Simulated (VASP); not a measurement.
# RbBr (Pm-3m) in VASP: a series of runs

The runs below take RbBr through single point, with PBE.

Everything below comes from runs of VASP 6.6.1. Logs are shortened: lines on timing, memory, paths and dates and some standing lists are left out, and cuts for length are marked.

### 1 The cell of the first run

The structure is cubic, space group Pm-3m (No. 221). Conventional cell: a = 3.937 Å, b = 3.937 Å, c = 3.937 Å, α = 90.00°, β = 90.00°, γ = 90.00°. Rb (site symmetry m-3m) has 8 Br at 3.41 Å and 6 Rb at 3.94 Å within 4.5 Å. Within 4.5 Å of Br (site symmetry m-3m) lie 8 Rb at 3.41 Å and 6 Br at 3.94 Å.

### 2 Single point, PBE (strain -4.5%)

Contents of INCAR:

```
ALGO = Normal
EDIFF = 1E-6
ENCUT = 520
GGA = PE
ISIF = 2
ISMEAR = 0
LASPH = T
LCHARG = F
LREAL = F
LWAVE = F
NBANDS = 15
NELM = 80
PREC = Accurate
SIGMA = 0.01
```

Contents of KPOINTS:

```
k-points
0
Gamma
  4 4 4
```

Contents of POSCAR:

```
RbBr
1.0
    3.9374245855      0.0000000000      0.0000000000
    0.0000000000      3.9374245855      0.0000000000
    0.0000000000      0.0000000000      3.9374245855
Rb Br
1 1
Direct
    0.0000000000      0.0000000000      0.0000000000
    0.5000000000      0.5000000000      0.5000000000
```

Potentials or basis: VASP PAW PBE potentials, release 64 (Rb_sv, Br).

Command:

```console
> cat potpaw_PBE.64/Rb_sv/POTCAR potpaw_PBE.64/Br/POTCAR > POTCAR
> mpirun -np 1 vasp_std > vasp.out
```

OUTCAR:

```text
EDIFF = 1E-6
   ENCUT = 520
   GGA = PE
   ISIF = 2
   ISMEAR = 0
   LASPH = T
   LREAL = F
   NELM = 80
   PREC = Accurate

 ion  position               nearest neighbor table
   1  0.000  0.000  0.000-   2 3.41   2 3.41   2 3.41   2 3.41   2 3.41   2 3.41   2 3.41   2 3.41

   2  0.500  0.500  0.500-   1 3.41   1 3.41   1 3.41   1 3.41   1 3.41   1 3.41   1 3.41   1 3.41

  LATTYP: Found a simple cubic cell.
 ALAT       =     3.9374245855

  Lattice vectors:

 A1 = (   3.9374245855,   0.0000000000,   0.0000000000)
 A2 = (   0.0000000000,   3.9374245855,   0.0000000000)
 A3 = (   0.0000000000,   0.0000000000,   3.9374245855)

Analysis of symmetry for initial positions (statically):
=====================================================================
 Subroutine PRICEL returns:
 Original cell was already a primitive cell.

 Routine SETGRP: Setting up the symmetry group for a
 simple cubic supercell.

 Subroutine GETGRP returns: Found 48 space group operations
 (whereof 48 operations were pure point group operations)
 out of a pool of 48 trial point group operations.

The static configuration has the point symmetry O_h .

Analysis of symmetry for dynamics (positions and initial velocities):
=====================================================================
 Subroutine PRICEL returns:
 Original cell was already a primitive cell.

 Routine SETGRP: Setting up the symmetry group for a
 simple cubic supercell.

 Subroutine GETGRP returns: Found 48 space group operations
 (whereof 48 operations were pure point group operations)
 out of a pool of 48 trial point group operations.

The dynamic configuration has the point symmetry O_h .

 Subroutine INISYM returns: Found 48 space group operations
 (whereof 48 operations are pure point group operations),
 and found     1 'primitive' translations

----------------------------------------------------------------------------------------

                                     Primitive cell

  volume of cell :      61.0431

  direct lattice vectors                    reciprocal lattice vectors
     3.937424586  0.000000000  0.000000000     0.253973118  0.000000000  0.000000000
     0.000000000  3.937424586  0.000000000     0.000000000  0.253973118  0.000000000
     0.000000000  0.000000000  3.937424586     0.000000000  0.000000000  0.253973118

  length of vectors
     3.937424586  3.937424586  3.937424586     0.253973118  0.253973118  0.253973118

  position of ions in fractional coordinates (direct lattice)
[... 8 lines left out ...]
----------------------------------------------------------------------------------------

 KPOINTS: k-points

Automatic generation of k-mesh.
 Grid dimensions read from file:
 generate k-points for:    4    4    4

 Generating k-lattice:

  Cartesian coordinates                     Fractional coordinates (reciprocal lattice)
     0.063493280  0.000000000  0.000000000     0.250000000  0.000000000  0.000000000
     0.000000000  0.063493280  0.000000000     0.000000000  0.250000000  0.000000000
     0.000000000  0.000000000  0.063493280     0.000000000  0.000000000  0.250000000

  Length of vectors
     0.063493280  0.063493280  0.063493280

  Shift w.r.t. Gamma in fractional coordinates (k-lattice)
     0.000000000  0.000000000  0.000000000

 Subroutine IBZKPT returns following result:
 ===========================================

 Found     10 irreducible k-points:

 Following reciprocal coordinates:
            Coordinates               Weight
  0.000000  0.000000  0.000000      1.000000
  0.250000  0.000000  0.000000      6.000000
  0.500000  0.000000  0.000000      3.000000
  0.250000  0.250000  0.000000     12.000000
  0.500000  0.250000  0.000000     12.000000
  0.500000  0.500000  0.000000      3.000000
  0.250000  0.250000  0.250000      8.000000
  0.500000  0.250000  0.250000     12.000000
  0.500000  0.500000  0.250000      6.000000
  0.500000  0.500000  0.500000      1.000000
   k-points           NKPTS =     10   k-points in BZ     NKDIM =     10   number of bands    NBANDS=     15
   number of dos      NEDOS =    301   number of ions     NIONS =      2
   total plane-waves  NPLWV =  27000
   dimension x,y,z NGX =    30 NGY =   30 NGZ =   30
   dimension x,y,z NGXF=    60 NGYF=   60 NGZF=   60
   ions per type =               1   1
   NGX,Y,Z   is equivalent  to a cutoff of  12.67, 12.67, 12.67 a.u.
   NGXF,Y,Z  is equivalent  to a cutoff of  25.33, 25.33, 25.33 a.u.
 SYSTEM =  unknown system
   PREC   = accura    normal or accurate (medium, high low for compatibility)
   ISTART =      0    job   : 0-new  1-cont  2-samecut
   ICHARG =      2    charge: 1-file 2-atom 10-const
   ISPIN  =      1    spin polarized calculation?
   LNONCOLLINEAR =      F non collinear calculations
   LSORBIT =      F    spin-orbit coupling
   LASPH  =      T    aspherical Exc in radial PAW
   ENCUT  =  520.0 eV  38.22 Ry    6.18 a.u.   7.32  7.32  7.32*2*pi/ulx,y,z
   NELM   =     80;   NELMIN=  2; NELMDL= -5     # of ELM steps
   EDIFF  = 0.1E-05   stopping-criterion for ELM
   LREAL  =      F    real-space projection
[... 7 lines left out ...]
   TEBEG  =    0.0;   TEEND  =   0.0 temperature during run
   PSTRESS=    0.0 pullay stress
   NELECT =      16.0000    total number of electrons
   NUPDOWN=      -1.0000    fix difference up-down
   EMIN   =  10.00;   EMAX   =-10.00  energy-range for DOS
   EFERMI =   0.00;   METHOD = LEGACY
   ISMEAR =     0;   SIGMA  =   0.01  broadening in eV -4-tet -1-fermi 0-gaus
   EFERMI_NEDOS =   21; number of points for ismear=-14 and -15
   IALGO  =     38    algorithm
   IMIX   =      4    mixing-type and parameters
     AMIX     =   0.40;   BMIX     =  1.00
     AMIX_MAG =   1.60;   BMIX_MAG =  1.00
  volume/ion in A,a.u.               =      30.52       205.97
  Fermi-wavevector in a.u.,A,eV,Ry     =   1.047698  1.979861 14.934708  1.097670
  Thomas-Fermi vector in A             =   2.182588
   LORBIT       =      0    0 simple, 1 ext, 2 COOP (PROOUT), +10 PAW based schemes
   GGA     = PE    functional components
   LHFCALC =     F    Hartree Fock is set to
   AEXX    =    0.0000 exact exchange contribution
   IVDW    =     0    specifies the selected vdW correction
   LEPSILON=     F    determine dielectric tensor
   LRPA    =     F    only Hartree local field effects (RPA)
 non-spin polarized calculation
 Gauss-broadening in eV      SIGMA  =   0.01
  energy-cutoff  :      520.00
  volume of cell :       61.04
 maximum number of plane-waves:      1671
 NGX is ok and might be reduce to    30
   NGX = 15   NGY = 15   NGZ = 15

 number of electron      16.0000001 magnetization

 Free energy of the ion-electron system (eV)
  ---------------------------------------------------
  ext. energy  EPLUGINS =         0.00000000
  ---------------------------------------------------
  free energy    TOTEN  =        -5.85540845 eV

  energy without entropy =       -5.85540845  energy(sigma->0) =       -5.85540845

 E-fermi :   0.1567     XC(G=0):  -8.5427

 val. band max:        0.0822394909   @ k =   0.5000   0.5000   0.0000
 cond. band min:       4.7045705106   @ k =   0.0000   0.0000   0.0000
 fundamental gap:      4.6223310197
 Fermi energy:         0.1566603854

 k-point     1 :       0.0000    0.0000    0.0000
  band No.  band energies     occupation
      1     -24.8622      2.00000
      2     -12.7980      2.00000
      3      -8.8157      2.00000
      4      -8.8157      2.00000
      5      -8.8157      2.00000
      6      -0.0684      2.00000
      7      -0.0684      2.00000
      8      -0.0684      2.00000
      9       4.7046      0.00000
     10       5.4516      0.00000
     11       5.4516      0.00000
     12      10.3765      0.00000
     13      10.3765      0.00000
     14      10.3765      0.00000
     15      13.2863      0.00000

 k-point     2 :       0.2500    0.0000    0.0000
  band No.  band energies     occupation
      1     -24.8431      2.00000
      2     -12.8114      2.00000
      3      -8.8960      2.00000
      4      -8.7754      2.00000
      5      -8.7754      2.00000
      6      -1.2082      2.00000
      7      -0.1456      2.00000
      8      -0.1456      2.00000
      9       5.9717      0.00000
     10       6.1144      0.00000
     11       7.0375      0.00000
     12      10.1969      0.00000
     13      10.1969      0.00000
     14      10.7646      0.00000
     15      10.7974      0.00000

 k-point     3 :       0.5000    0.0000    0.0000
  band No.  band energies     occupation
      1     -24.8238      2.00000
      2     -12.8312      2.00000
      3      -8.9499      2.00000
      4      -8.7342      2.00000
      5      -8.7342      2.00000
      6      -2.0352      2.00000
      7      -0.2273      2.00000
      8      -0.2273      2.00000
      9       6.9625      0.00000
     10       7.8906      0.00000
     11       8.5244      0.00000
     12       8.7788      0.00000
     13      10.4699      0.00000
     14      10.4699      0.00000
     15      11.3304      0.00000
[... 91 lines left out ...]
 k-point     9 :       0.5000    0.5000    0.2500
  band No.  band energies     occupation
      1     -24.7740      2.00000
      2     -12.4488      2.00000
      3      -9.2205      2.00000
      4      -9.2205      2.00000
      5      -8.9199      2.00000
      6      -1.3834      2.00000
      7      -1.3834      2.00000
      8      -0.8998      2.00000
      9       6.7690      0.00000
     10       8.2875      0.00000
     11       8.3158      0.00000
     12       8.3158      0.00000
     13      11.2447      0.00000
     14      11.2447      0.00000
     15      12.8593      0.00000

 k-point    10 :       0.5000    0.5000    0.5000
  band No.  band energies     occupation
      1     -24.7580      2.00000
      2     -12.3653      2.00000
      3      -9.1431      2.00000
      4      -9.1431      2.00000
      5      -9.1431      2.00000
      6      -1.6393      2.00000
      7      -1.6393      2.00000
      8      -1.6393      2.00000
      9       8.8296      0.00000
     10       8.8296      0.00000
     11       8.8296      0.00000
     12      10.1648      0.00000
     13      10.1648      0.00000
     14      10.1648      0.00000
     15      13.0218      0.00000

------------------------ aborting loop because EDIFF is reached ----------------------------------------

  FORCE on cell =-STRESS in cart. coord.  units (eV):
  Direction    XX          YY          ZZ          XY          YZ          ZX
  --------------------------------------------------------------------------------------
  -------------------------------------------------------------------------------------
  Total        1.6655921      1.6655921      1.6655921      0.0000000      0.0000000      0.0000000
  in kB       43.7162078     43.7162078     43.7162078      0.0000000      0.0000000      0.0000000
  external PRESSURE =      43.7162078 kB  Pullay stress =       0.0000000 kB

 VOLUME and BASIS-vectors are now :
 -----------------------------------------------------------------------------
  energy-cutoff  :      520.00
  volume of cell :       61.04
      direct lattice vectors                 reciprocal lattice vectors
     3.937424586  0.000000000  0.000000000     0.253973118  0.000000000  0.000000000
     0.000000000  3.937424586  0.000000000     0.000000000  0.253973118  0.000000000
     0.000000000  0.000000000  3.937424586     0.000000000  0.000000000  0.253973118

 POSITION                                       TOTAL-FORCE (eV/Angst)
 -----------------------------------------------------------------------------------
      0.00000      0.00000      0.00000         0.000000      0.000000      0.000000
      1.96871      1.96871      1.96871         0.000000      0.000000      0.000000
 -----------------------------------------------------------------------------------
    total drift:                                0.000000      0.000000     -0.000000

  FREE ENERGIE OF THE ION-ELECTRON SYSTEM (eV)
  ---------------------------------------------------
  free  energy   TOTEN  =        -5.8554084499 eV

  energy  without entropy=       -5.8554084499  energy(sigma->0) =       -5.85540845
```

It took 10 s on 1 thread of Intel Xeon Platinum 8375C at 2.90GHz (Ice Lake), shared host; peak memory 0.16 GiB.

Results:

```
Free energy            : -5.8554 eV
Pressure               : 4.4 GPa
Band gap on the k mesh : 4.62 eV, indirect (least direct gap 4.77 eV)
```

Levels at points of the mesh, in eV from the valence-band top:
| k point | band 6 | band 7 | band 8 | band 9 | band 10 | band 11 |
| --- | --- | --- | --- | --- | --- | --- |
| (0.00, 0.00, 0.00) | -0.15 | -0.15 | -0.15 | 4.62 | 5.37 | 5.37 |
| (0.50, 0.00, 0.00) | -2.12 | -0.31 | -0.31 | 6.88 | 7.81 | 8.44 |
| (0.50, 0.50, 0.00) | -1.21 | -1.21 | 0.00 | 5.34 | 6.33 | 8.04 |
| (0.50, 0.50, 0.50) | -1.72 | -1.72 | -1.72 | 8.75 | 8.75 | 8.75 |

Caveat: the cell differs from its parent crystal (strain -4.5%). A k mesh can miss the band edges.

### 3 Single point, PBE

This run uses another cell than the first one, of 35.08 Å³/atom, 1.149 times its volume.

Contents of INCAR:

```
PREC = Accurate
ENCUT = 520
EDIFF = 1E-6
ISMEAR = 0
SIGMA = 0.01
LREAL = False
LASPH = True
NELM = 60
ALGO = Normal
ISIF = 2
LWAVE = False
LCHARG = True
GGA = PE
LELF = True
LVHAR = True
NBANDS = 15
```

Contents of KPOINTS:

```
Automatic mesh
0
Gamma
  4 4 4
```

Contents of POSCAR:

```
RbBr
1.0
    4.1242532581      0.0000000000      0.0000000000
    0.0000000000      4.1242532581      0.0000000000
    0.0000000000      0.0000000000      4.1242532581
Rb Br
1 1
Direct
    0.0000000000      0.0000000000      0.0000000000
    0.5000000000      0.5000000000      0.5000000000
```

Potentials or basis: VASP PAW PBE potentials, release 64 (Rb_sv, Br).

Command:

```console
> cat potpaw_PBE.64/Rb_sv/POTCAR potpaw_PBE.64/Br/POTCAR > POTCAR
> mpirun -np 1 vasp_std > vasp.out
```

It took 8.4 s on 1 thread of Intel Xeon Platinum 8375C at 2.90GHz (Ice Lake), shared host; peak memory 0.17 GiB.

It converged, with:

```yaml
Free_energy: -5.9927 eV
Pressure: 0.9 GPa
Band_gap_on_the_k_mesh: 4.08 eV, indirect (least direct gap 4.24 eV)
```

Levels at points of the mesh, in eV from the valence-band top:
| k point | band 4 | band 5 | band 6 | band 7 | band 8 | band 9 | band 10 | band 11 | band 12 | band 13 |
| --- | --- | --- | --- | --- | --- | --- | --- | --- | --- | --- |
| (0.00, 0.00, 0.00) | -9.09 | -9.09 | -0.15 | -0.15 | -0.15 | 4.08 | 5.58 | 5.58 | 9.93 | 9.93 |
| (0.50, 0.00, 0.00) | -9.04 | -9.04 | -1.72 | -0.23 | -0.23 | 6.88 | 7.10 | 7.65 | 8.71 | 9.85 |
| (0.50, 0.50, 0.00) | -9.40 | -9.01 | -1.05 | -1.05 | 0.00 | 5.31 | 6.22 | 7.96 | 7.96 | 10.82 |
| (0.50, 0.50, 0.50) | -9.31 | -9.31 | -1.34 | -1.34 | -1.34 | 8.23 | 8.23 | 8.23 | 9.36 | 9.36 |

A k mesh can miss the band edges. A hybrid or GW would open this gap; PBE tends to underestimate it.

### 4 Single point, PBE (strain -4.5%)

Contents of INCAR:

```
SYSTEM = RbBr
PREC = Accurate ; ENCUT = 520
EDIFF = 1E-6 ; ISMEAR = -1
SIGMA = 0.02 ; LREAL = .FALSE.
LASPH = .TRUE. ; NELM = 60
ALGO = Normal ; ISIF = 2
LWAVE = .FALSE. ; LCHARG = .FALSE.
GGA = PE ; NBANDS = 15
```

Contents of KPOINTS:

```
regular mesh
0
G
  6 6 6
  0 0 0
```

Contents of POSCAR:

```
RbBr
1.0
    3.9374245855      0.0000000000      0.0000000000
    0.0000000000      3.9374245855      0.0000000000
    0.0000000000      0.0000000000      3.9374245855
Rb Br
1 1
Direct
    0.0000000000      0.0000000000      0.0000000000
    0.5000000000      0.5000000000      0.5000000000
```

Command:

```console
> cat potpaw_PBE.64/Rb_sv/POTCAR potpaw_PBE.64/Br/POTCAR > POTCAR
> mpirun -np 1 vasp_std > vasp.out
```

Run time: 16 s. Hardware: 1 thread of Intel Xeon Platinum 8375C at 2.90GHz (Ice Lake), shared host; peak memory 0.17 GiB.

The run converged. Its results:

| Property | Result |
| --- | --- |
| Free energy | -5.8595 eV |
| Pressure | 4.3 GPa |
| Band gap on the k mesh | 4.62 eV, indirect (least direct gap 4.78 eV) |

Levels at points of the mesh, in eV from the valence-band top:
```
           k point  band 5  band 6  band 7  band 8  band 9  band 10  band 11  band 12
(0.00, 0.00, 0.00)   -8.89   -0.15   -0.15   -0.15    4.62     5.37     5.37    10.30
(0.50, 0.00, 0.00)   -8.81   -2.12   -0.31   -0.31    6.88     7.81     8.44     8.70
(0.50, 0.50, 0.00)   -8.76   -1.21   -1.21    0.00    5.34     6.33     8.04     8.04
(0.50, 0.50, 0.50)   -9.22   -1.72   -1.72   -1.72    8.75     8.75     8.75    10.09
```

Caveat: the cell differs from its parent crystal (strain -4.5%). A k mesh can miss the band edges.

### 5 Summary

```tsv
cell	k mesh	smearing	gap on the mesh (eV)	pressure (GPa)
a = 3.937 Å, 2 atoms	4 × 4 × 4	gaussian 0.01 eV	4.62	4.4
a = 4.124 Å, 2 atoms	4 × 4 × 4	gaussian 0.01 eV	4.08	0.9
a = 3.937 Å, 2 atoms	6 × 6 × 6	fermi-dirac 0.02 eV	4.62	4.3
```

Alike in all rows: task single point; level PBE; potentials or basis VASP PAW PBE potentials, release 64 (Rb_sv, Br); no spin polarisation; cutoff (eV) 520.

Total energies depend on the potentials used, so only differences within one code and one set of settings carry meaning.
